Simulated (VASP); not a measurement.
# B5W2 (R-3m) in VASP: a series of runs

Runs on B5W2. Level: PBE. Tasks: single point, relaxation of cell and atoms.

Program: VASP 6.6.1. These are calculated values, not measurements. Logs are shortened: lines on timing, memory, paths and dates and some standing lists are left out, and cuts for length are marked.

**1. The cell of the first run**

Symmetry: R-3m, No. 166, trigonal system. Conventional cell: a = 3.011 Å, b = 3.011 Å, c = 20.930 Å, α = 90.00°, β = 90.00°, γ = 120.00°. Within 2.4 Å of B (site symmetry 3m) lie 6 B at 1.78 to 1.92 Å and 4 W at 2.31 to 2.32 Å. B (site symmetry 3m) has 3 B at 1.74 Å and 6 W at 2.34 to 2.35 Å within 2.4 Å. Within 2.4 Å of B (site symmetry -3m) lie 6 B at 1.78 Å. W (site symmetry 3m) has 13 B at 2.31 to 2.59 Å and 7 W at 3.01 to 3.14 Å within 3.2 Å.

**2. Single point, PBE**

INCAR reads:

```
  PREC = Accurate
  ENCUT = 520
  EDIFF = 1E-7
  ISMEAR = 0
  SIGMA = 0.1
  LREAL = F
  LASPH = T
  NELM = 100
  ALGO = Normal
  ISIF = 2
  LWAVE = F
  LCHARG = T
  GGA = PE
  LELF = T
  LVHAR = T
  NBANDS = 30
```

KPOINTS reads:

```
Automatic mesh
0
Gamma
  6 6 6
```

POSCAR reads:

```
B5W2
1.0
    1.5054994607      0.8692005189      6.9766700000
   -1.5054994607      0.8692005189      6.9766700000
    0.0000000000     -1.7384010378      6.9766700000
B W
5 2
Direct
    0.1860000000      0.1860000000      0.1860000000
    0.8140000000      0.8140000000      0.8140000000
    0.3330000000      0.3330000000      0.3330000000
    0.6670000000      0.6670000000      0.6670000000
    0.5000000000      0.5000000000      0.5000000000
    0.0750000000      0.0750000000      0.0750000000
    0.9250000000      0.9250000000      0.9250000000
```

Potentials or basis: VASP PAW PBE potentials, release 64 (B, W_sv).

Command:

```console
cat potpaw_PBE.64/B/POTCAR potpaw_PBE.64/W_sv/POTCAR > POTCAR
mpirun -np 1 vasp_std > vasp.out
```

OUTCAR:

```text
PREC = Accurate
   ENCUT = 520
   EDIFF = 1E-7
   ISMEAR = 0
   LREAL = F
   LASPH = T
   NELM = 100
   ISIF = 2
   GGA = PE

 ion  position               nearest neighbor table
   1  0.186  0.186  0.186-   5 1.78   5 1.78   5 1.78   2 1.92   2 1.92   2 1.92   7 2.31   7 2.31
                             7 2.31   6 2.32
   2  0.814  0.814  0.814-   5 1.78   5 1.78   5 1.78   1 1.92   1 1.92   1 1.92   6 2.31   6 2.31
                             6 2.31   7 2.32
   3  0.333  0.333  0.333-   4 1.74   4 1.74   4 1.74   7 2.34   7 2.34   7 2.34   6 2.35   6 2.35
                             6 2.35
   4  0.667  0.667  0.667-   3 1.74   3 1.74   3 1.74   6 2.34   6 2.34   6 2.34   7 2.35   7 2.35
                             7 2.35
   5  0.500  0.500  0.500-   1 1.78   1 1.78   2 1.78   2 1.78   1 1.78   2 1.78   6 2.59   7 2.59
                             6 2.59   7 2.59   6 2.59   7 2.59
   6  0.075  0.075  0.075-   2 2.31   2 2.31   2 2.31   1 2.32   4 2.34   4 2.34   4 2.34   3 2.35
                             3 2.35   3 2.35   5 2.59   5 2.59   5 2.59   7 3.14
   7  0.925  0.925  0.925-   1 2.31   1 2.31   1 2.31   2 2.32   3 2.34   3 2.34   3 2.34   4 2.35
                             4 2.35   4 2.35   5 2.59   5 2.59   5 2.59   6 3.14

  LATTYP: Found a trigonal (rhomboedric) cell.
 ALAT       =     7.1899904351
 COS(alpha) =     0.9123131278

  Lattice vectors:

 A1 = (   1.5054994607,   0.8692005189,   6.9766700000)
 A2 = (  -1.5054994607,   0.8692005189,   6.9766700000)
 A3 = (   0.0000000000,  -1.7384010378,   6.9766700000)

Analysis of symmetry for initial positions (statically):
=====================================================================
 Subroutine PRICEL returns:
 Original cell was already a primitive cell.

 Routine SETGRP: Setting up the symmetry group for a
 trigonal (rhombohedral) supercell.

 Subroutine GETGRP returns: Found 12 space group operations
 (whereof 12 operations were pure point group operations)
 out of a pool of 12 trial point group operations.

The static configuration has the point symmetry D_3d.

Analysis of symmetry for dynamics (positions and initial velocities):
=====================================================================
 Subroutine PRICEL returns:
 Original cell was already a primitive cell.

 Routine SETGRP: Setting up the symmetry group for a
 trigonal (rhombohedral) supercell.

 Subroutine GETGRP returns: Found 12 space group operations
[... 112 lines left out ...]
   NELM   =    100;   NELMIN=  2; NELMDL= -5     # of ELM steps
   EDIFF  = 0.1E-06   stopping-criterion for ELM
   LREAL  =      F    real-space projection
   EDIFFG = 0.1E-05   stopping-criterion for IOM
   NSW    =      0    number of steps for IOM
   IBRION =     -1    ionic relax: 0-MD 1-quasi-New 2-CG
   NFREE  =      0    steps in history (QN), initial steepest desc. (CG)
   ISIF   =      2    stress and relaxation
   ISYM   =      2    0-nonsym 1-usesym 2-fastsym
   POTIM  = 0.5000    time-step for ionic-motion
   TEBEG  =    0.0;   TEEND  =   0.0 temperature during run
   PSTRESS=    0.0 pullay stress
   NELECT =      43.0000    total number of electrons
   NUPDOWN=      -1.0000    fix difference up-down
   EMIN   =  10.00;   EMAX   =-10.00  energy-range for DOS
   EFERMI =   0.00;   METHOD = LEGACY
   ISMEAR =     0;   SIGMA  =   0.10  broadening in eV -4-tet -1-fermi 0-gaus
   EFERMI_NEDOS =   21; number of points for ismear=-14 and -15
   IALGO  =     38    algorithm
   IMIX   =      4    mixing-type and parameters
     AMIX     =   0.40;   BMIX     =  1.00
     AMIX_MAG =   1.60;   BMIX_MAG =  1.00
  volume/ion in A,a.u.               =       7.83        52.81
  Fermi-wavevector in a.u.,A,eV,Ry     =   1.510188  2.853841 31.030364  2.280667
  Thomas-Fermi vector in A             =   2.620411
   LORBIT       =      0    0 simple, 1 ext, 2 COOP (PROOUT), +10 PAW based schemes
   GGA     = PE    functional components
   LHFCALC =     F    Hartree Fock is set to
   AEXX    =    0.0000 exact exchange contribution
   IVDW    =     0    specifies the selected vdW correction
   LEPSILON=     F    determine dielectric tensor
   LRPA    =     F    only Hartree local field effects (RPA)
 non-spin polarized calculation
 Gauss-broadening in eV      SIGMA  =   0.10
  energy-cutoff  :      520.00
  volume of cell :       54.78
 maximum number of plane-waves:      1531
 NGX is ok and might be reduce to    54
   NGX = 27   NGY = 27   NGZ = 27

 number of electron      43.0000000 magnetization

 Free energy of the ion-electron system (eV)
  ---------------------------------------------------
  ext. energy  EPLUGINS =         0.00000000
  ---------------------------------------------------
  free energy    TOTEN  =       -57.16140592 eV

  energy without entropy =      -57.14702408  energy(sigma->0) =      -57.15421500

 E-fermi :  13.1340     XC(G=0): -13.8455

 val. band max:       13.0812918737   @ k =   0.5000   0.5000   0.5000
 cond. band min:      13.1466057636   @ k =  -0.1667   0.1667   0.1667
 fundamental gap:      0.0653138899
 Fermi energy:        13.1340396019

 k-point     1 :       0.0000    0.0000    0.0000
  band No.  band energies     occupation
      1     -61.9165      2.00000
      2     -61.9105      2.00000
      3     -26.5656      2.00000
      4     -26.3780      2.00000
      5     -25.9488      2.00000
      6     -25.9488      2.00000
[... 781 lines left out ...]
     29      17.8903      0.00000
     30      18.7526      0.00000

 [... further k-points ...]
[... 5 lines left out ...]
  --------------------------------------------------------------------------------------
  -------------------------------------------------------------------------------------
  Total       10.5567949     10.5567949      8.9319649     -0.0000000      0.0000000      0.0000000
  in kB      308.7753731    308.7753731    261.2507684     -0.0000000      0.0000000      0.0000000
  external PRESSURE =     292.9338382 kB  Pullay stress =       0.0000000 kB

 VOLUME and BASIS-vectors are now :
 -----------------------------------------------------------------------------
  energy-cutoff  :      520.00
  volume of cell :       54.78
      direct lattice vectors                 reciprocal lattice vectors
     1.505499461  0.869200519  6.976670000     0.332115695  0.191747086  0.047778286
    -1.505499461  0.869200519  6.976670000    -0.332115695  0.191747086  0.047778286
     0.000000000 -1.738401038  6.976670000     0.000000000 -0.383494172  0.047778286

 POSITION                                       TOTAL-FORCE (eV/Angst)
 -----------------------------------------------------------------------------------
      0.00000      0.00000      3.89298         0.000000      0.000000     -0.335185
      0.00000      0.00000     17.03703         0.000000     -0.000000      0.335185
      0.00000      0.00000      6.96969         0.000000      0.000000     -0.414380
      0.00000      0.00000     13.96032         0.000000     -0.000000      0.414380
      0.00000      0.00000     10.46501         0.000000      0.000000      0.000000
      0.00000      0.00000      1.56975         0.000000     -0.000000      0.218404
      0.00000      0.00000     19.36026         0.000000      0.000000     -0.218404
 -----------------------------------------------------------------------------------
    total drift:                                0.000000      0.000000      0.000000

  FREE ENERGIE OF THE ION-ELECTRON SYSTEM (eV)
  ---------------------------------------------------
  free  energy   TOTEN  =       -57.1614059224 eV

  energy  without entropy=      -57.1470240779  energy(sigma->0) =      -57.15421500
```

Run time: 2.6 min. Hardware: 1 thread of Intel Xeon Platinum 8488C (Sapphire Rapids), shared host; peak memory 0.39 GiB.

What came out:

```
Free energy            : -57.1614 eV
Pressure               : 29.3 GPa
Largest force          : 0.414 eV/Å
Band gap on the k mesh : zero (an odd number of electrons rules out a gap without spin polarisation)
```

Forces in eV/Å, atoms in the order of the input:
```
B    0.000  0.000 -0.335
B    0.000  0.000  0.335
B    0.000  0.000 -0.414
B    0.000  0.000  0.414
B    0.000  0.000  0.000
W    0.000  0.000  0.218
W    0.000  0.000 -0.218
```

Levels at points of the mesh, in eV from the Fermi level:
| k point | band 19 | band 20 | band 21 | band 22 | band 23 | band 24 |
| --- | --- | --- | --- | --- | --- | --- |
| (0.00, 0.00, 0.00) | -3.70 | -2.39 | -2.39 | -1.90 | -0.83 | -0.83 |
| (0.50, 0.00, 0.00) | -4.69 | -1.31 | 0.34 | 0.75 | 0.98 | 1.98 |
| (0.50, 0.50, 0.00) | -4.84 | -1.63 | 0.32 | 0.58 | 2.00 | 2.03 |
| (0.50, 0.50, 0.50) | -3.51 | -2.55 | -2.32 | -2.32 | -0.23 | -0.23 |

Caveat: the k points lie up to 0.40 Å⁻¹ apart, too coarse for converged energies and pressures of a metal; spin-orbit coupling is left out, which moves the levels of the heavy elements.

**3. Single point, PBE**

This run uses another cell than the first one, of 8.46 Å³/atom.

INCAR reads:

```
PREC = Accurate
ENCUT = 520
EDIFF = 1E-6
ISMEAR = 0
SIGMA = 0.1
LREAL = False
LASPH = True
NELM = 80
ALGO = Normal
ISIF = 2
LWAVE = False
LCHARG = False
GGA = PE
NBANDS = 30
```

KPOINTS reads:

```
regular mesh
0
Gamma
  6 6 6
```

POSCAR reads:

```
B5W2
1.0
    1.5508980825      0.8954114254      7.1047810351
   -1.5508980825      0.8954114254      7.1047810351
    0.0000000000     -1.7908228508      7.1047810351
B W
5 2
Direct
    0.1852971680      0.1852971680      0.1852971680
    0.8147028320      0.8147028320      0.8147028320
    0.3312292964      0.3312292964      0.3312292964
    0.6687707036      0.6687707036      0.6687707036
    0.5000000000      0.5000000000      0.5000000000
    0.0758862177      0.0758862177      0.0758862177
    0.9241137823      0.9241137823      0.9241137823
```

Potentials or basis: VASP PAW PBE potentials, release 64 (B, W_sv).

Command:

```console
cat potpaw_PBE.64/B/POTCAR potpaw_PBE.64/W_sv/POTCAR > POTCAR
mpirun -np 1 vasp_std > vasp.out
```

It took 2.5 min on 1 thread of Intel Xeon Platinum 8488C (Sapphire Rapids), shared host; peak memory 0.4 GiB.

Results (log left out):

| Property | Result |
| --- | --- |
| Free energy | -57.5801 eV |
| Pressure | 0.6 GPa |
| Largest force | 0.007 eV/Å |
| Band gap on the k mesh | zero (an odd number of electrons rules out a gap without spin polarisation) |

Forces in eV/Å, atoms in the order of the input:
```
B    0.000  0.000 -0.007
B    0.000  0.000  0.007
B    0.000  0.000  0.003
B    0.000  0.000 -0.003
B    0.000  0.000  0.000
W    0.000  0.000  0.004
W    0.000  0.000 -0.004
```

Stress tensor (GPa, compression positive):
```
0.54 0.00 0.00
0.00 0.54 0.00
0.00 0.00 0.69
```

Levels at points of the mesh, in eV from the Fermi level:
```
           k point  band 17  band 18  band 19  band 20  band 21  band 22  band 23  band 24  band 25  band 26
(0.00, 0.00, 0.00)    -4.48    -3.52    -3.52    -2.11    -2.11    -1.83    -0.70    -0.70     0.64     0.64
(0.50, 0.00, 0.00)    -5.65    -4.94    -4.33    -1.39     0.36     0.74     1.10     1.68     2.00     2.71
(0.50, 0.50, 0.00)    -5.90    -5.47    -4.54    -1.45     0.15     0.56     1.69     1.90     1.95     2.63
(0.50, 0.50, 0.50)    -4.42    -3.21    -3.21    -2.35    -2.16    -2.16    -0.26    -0.26     0.13     0.13
```

Caveat: the k points lie up to 0.39 Å⁻¹ apart, too coarse for converged energies and pressures of a metal; spin-orbit coupling is left out, which moves the levels of the heavy elements.

**4. Relaxation of cell and atoms, PBE**

INCAR reads:

```
  ALGO = Normal
  EDIFF = 1E-7
  EDIFFG = -0.04
  ENCUT = 600
  GGA = PE
  IBRION = 2
  ISIF = 3
  ISMEAR = 0
  LASPH = T
  LCHARG = F
  LREAL = F
  LWAVE = F
  NELM = 80
  NSW = 90
  PREC = Accurate
  SIGMA = 0.1
```

KPOINTS reads:

```
k-points
0
Gamma
  6 6 6
```

POSCAR reads:

```
B5W2
1.0
    1.5054994607      0.8692005189      6.9766700000
   -1.5054994607      0.8692005189      6.9766700000
    0.0000000000     -1.7384010378      6.9766700000
B W
5 2
Direct
    0.1860000000      0.1860000000      0.1860000000
    0.8140000000      0.8140000000      0.8140000000
    0.3330000000      0.3330000000      0.3330000000
    0.6670000000      0.6670000000      0.6670000000
    0.5000000000      0.5000000000      0.5000000000
    0.0750000000      0.0750000000      0.0750000000
    0.9250000000      0.9250000000      0.9250000000
```

Potentials or basis: VASP PAW PBE potentials, release 64 (B, W_sv).

Command:

```console
cat potpaw_PBE.64/B/POTCAR potpaw_PBE.64/W_sv/POTCAR > POTCAR
mpirun -np 1 vasp_std > vasp.out
```

OUTCAR:

```text
EDIFF = 1E-7
   EDIFFG = -0.04
   ENCUT = 600
   GGA = PE
   IBRION = 2
   ISIF = 3
   ISMEAR = 0
   LASPH = T
   LREAL = F
   NELM = 80
   NSW = 90
   PREC = Accurate

 ion  position               nearest neighbor table
   1  0.186  0.186  0.186-   5 1.78   5 1.78   5 1.78   2 1.92   2 1.92   2 1.92   7 2.31   7 2.31
                             7 2.31   6 2.32
   2  0.814  0.814  0.814-   5 1.78   5 1.78   5 1.78   1 1.92   1 1.92   1 1.92   6 2.31   6 2.31
                             6 2.31   7 2.32
   3  0.333  0.333  0.333-   4 1.74   4 1.74   4 1.74   7 2.34   7 2.34   7 2.34   6 2.35   6 2.35
                             6 2.35
   4  0.667  0.667  0.667-   3 1.74   3 1.74   3 1.74   6 2.34   6 2.34   6 2.34   7 2.35   7 2.35
                             7 2.35
   5  0.500  0.500  0.500-   1 1.78   1 1.78   2 1.78   2 1.78   1 1.78   2 1.78   6 2.59   7 2.59
                             6 2.59   7 2.59   6 2.59   7 2.59
   6  0.075  0.075  0.075-   2 2.31   2 2.31   2 2.31   1 2.32   4 2.34   4 2.34   4 2.34   3 2.35
                             3 2.35   3 2.35   5 2.59   5 2.59   5 2.59   7 3.14
   7  0.925  0.925  0.925-   1 2.31   1 2.31   1 2.31   2 2.32   3 2.34   3 2.34   3 2.34   4 2.35
                             4 2.35   4 2.35   5 2.59   5 2.59   5 2.59   6 3.14

  LATTYP: Found a trigonal (rhomboedric) cell.
 ALAT       =     7.1899904351
 COS(alpha) =     0.9123131278

  Lattice vectors:

[... 198 lines left out ...]
  Total       10.5662348     10.5662348      8.9465265      0.0000000     -0.0000000      0.0000000
  in kB      309.0514795    309.0514795    261.6766798      0.0000000     -0.0000000      0.0000000
  external PRESSURE =     293.2598796 kB  Pullay stress =       0.0000000 kB
[... 315 lines left out ...]
--------------------------------------- Ionic step        9  -------------------------------------------

 number of electron      43.0000001 magnetization

 Free energy of the ion-electron system (eV)
  ---------------------------------------------------
  ext. energy  EPLUGINS =         0.00000000
  ---------------------------------------------------
  free energy    TOTEN  =       -57.58202806 eV

  energy without entropy =      -57.56468962  energy(sigma->0) =      -57.57335884

 E-fermi :  11.9414     XC(G=0): -13.4309

 val. band max:       11.9389866686   @ k =  -0.3333   0.3333   0.3333
 cond. band min:      11.9647022492   @ k =   0.3333   0.3333  -0.0000
 fundamental gap:      0.0257155806
 Fermi energy:        11.9414388239

 k-point     1 :       0.0000    0.0000    0.0000
  band No.  band energies     occupation
      1     -63.1184      2.00000
      2     -63.1145      2.00000
      3     -27.6204      2.00000
      4     -27.4859      2.00000
      5     -27.1738      2.00000
      6     -27.1738      2.00000
[... 661 lines left out ...]
     24      13.9335      0.00000
     25      14.2805      0.00000

 [... further k-points ...]

------------------------ aborting loop because EDIFF is reached ----------------------------------------

  FORCE on cell =-STRESS in cart. coord.  units (eV):
  Direction    XX          YY          ZZ          XY          YZ          ZX
  --------------------------------------------------------------------------------------
  -------------------------------------------------------------------------------------
  Total       -0.2267734     -0.2267734     -0.0354171     -0.0000000      0.0000000      0.0000000
  in kB       -6.1176800     -6.1176800     -0.9554490     -0.0000000      0.0000000      0.0000000
  external PRESSURE =      -4.3969363 kB  Pullay stress =       0.0000000 kB
[... 22 lines left out ...]
  FREE ENERGIE OF THE ION-ELECTRON SYSTEM (eV)
  ---------------------------------------------------
  free  energy   TOTEN  =       -57.5820280617 eV

  energy  without entropy=      -57.5646896232  energy(sigma->0) =      -57.57335884

 reached required accuracy - stopping structural energy minimisation
```

OSZICAR:

```text
N       E                     dE             d eps       ncg     rms          rms(c)
DAV:   1     0.442020727369E+03    0.44202E+03   -0.26461E+04  1608   0.207E+03
[... 94 lines left out ...]
DAV:   1    -0.575824529266E+02   -0.51640E-03   -0.16147E-02  1773   0.141E+00    0.257E-01
DAV:   2    -0.575820906440E+02    0.36228E-03   -0.29513E-03  1844   0.398E-01    0.485E-02
DAV:   3    -0.575820386287E+02    0.52015E-04   -0.40278E-04  1979   0.109E-01    0.233E-02
DAV:   4    -0.575820273353E+02    0.11293E-04   -0.56385E-05  1991   0.539E-02    0.166E-02
DAV:   5    -0.575820269901E+02    0.34519E-06   -0.79690E-06  1871   0.214E-02    0.132E-02
DAV:   6    -0.575820280818E+02   -0.10917E-05   -0.14187E-06  2022   0.826E-03    0.184E-03
DAV:   7    -0.575820280617E+02    0.20043E-07   -0.45109E-07  1666   0.430E-03
   9 F= -.57582028E+02 E0= -.57573359E+02  d E =-.757351E-03
```

Wall time 16 min (1 thread of Intel Xeon Platinum 8488C (Sapphire Rapids), shared host); peak memory 0.55 GiB.

Results:

```
Free energy                           : -57.5820 eV
Relaxed volume                        : 8.48 Å³/atom
Relaxed cell                          : a = 7.328 Å, b = 7.328 Å, c = 7.328 Å, α = 24.47°, β = 24.47°, γ = 24.47°
Space group after relaxing (to 0.1 Å) : R-3m (No. 166)
Energy gained by relaxing             : 59.3 meV/atom
Ionic steps                           : 9
Pressure after relaxing               : -0.4 GPa
Largest force after relaxing          : 0.040 eV/Å
Band gap on the k mesh                : zero (an odd number of electrons rules out a gap without spin polarisation)
```

Forces on the atoms (eV/Å):
```
B    0.000  0.000  0.035
B    0.000  0.000 -0.035
B    0.000  0.000 -0.040
B    0.000  0.000  0.040
B    0.000  0.000  0.000
W    0.000  0.000  0.024
W    0.000  0.000 -0.024
```

Stress tensor (GPa, compression positive):
```
-0.61  0.00  0.00
 0.00 -0.61  0.00
 0.00  0.00 -0.10
```

The path:
```
step  energy change (eV)  largest force (eV/Å)  pressure (GPa)  volume (Å³)
   1              0.0000                0.4220           29.33        54.78
   2              0.3686                0.1382          -29.60        66.93
   3             -0.4018                0.2710           -1.15        59.52
   4             -0.4022                0.2744           -0.42        59.39
   5             -0.4021                0.2768            0.08        59.29
   6             -0.4120                0.1555            0.35        59.24
   7             -0.4142                0.0679            0.59        59.20
   8             -0.4148                0.0313           -0.79        59.46
   9             -0.4149                0.0400           -0.44        59.39
```

Final structure:
```yaml
crystal:
  lattice:
    - [1.55333, 0.89682, 7.10553]
    - [-1.55333, 0.89682, 7.10553]
    - [0.00000, -1.79363, 7.10553]
  atoms:
    - { symbol: B, position: [0.18512, 0.18512, 0.18512] }
    - { symbol: B, position: [0.81488, 0.81488, 0.81488] }
    - { symbol: B, position: [0.33150, 0.33150, 0.33150] }
    - { symbol: B, position: [0.66850, 0.66850, 0.66850] }
    - { symbol: B, position: [0.50000, 0.50000, 0.50000] }
    - { symbol: W, position: [0.07571, 0.07571, 0.07571] }
    - { symbol: W, position: [0.92429, 0.92429, 0.92429] }
```

Caveat: the k points lie up to 0.39 Å⁻¹ apart in the final cell, too coarse for converged energies and pressures of a metal; spin-orbit coupling is left out, which moves the levels of the heavy elements. Zero-point motion and thermal expansion aren't in these numbers.

(Continued in part 2 of 2.)
